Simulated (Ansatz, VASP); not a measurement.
# CdSe in VASP and in Ansatz

```
CELL_PARAMETERS angstrom
0.00000 2.61220 2.61220
2.61220 0.00000 2.61220
2.61220 2.61220 0.00000
ATOMIC_POSITIONS crystal
Cd 0.00000 0.00000 0.00000
Se 0.50000 0.50000 0.50000
```

Change from the starting cell: volume scaled by 0.8, PAW files.

Alike in both runs: task single point; functional PBEsol; k mesh 12 × 12 × 12; occupations fermi-dirac, width 0.05 eV; no spin polarisation.

|  | VASP | Ansatz |
| --- | --- | --- |
| version | VASP 6.6.1 | Ansatz 0.2.0 |
| potentials or method | VASP PAW PBE potentials, release 64 (Cd, Se) | PAW with Ansatz's default frozen-core files, scalar-relativistic |
| plane-wave cutoff (eV) | 520 | 420 |
| valence electrons in the cell | 18 | 36 |

VASP gave:

```
pressure (GPa) : 28.4
```

What did Ansatz give for the same quantities?

Pressure (GPa): 27.0.

VASP's potentials were made for PBE, not for PBEsol. The functional is the same, so the differences come from potentials, cutoffs and numerics. VASP's potentials hold 18 valence electrons a cell and Ansatz's 36, so a difference there can come from the potentials and not from the codes.
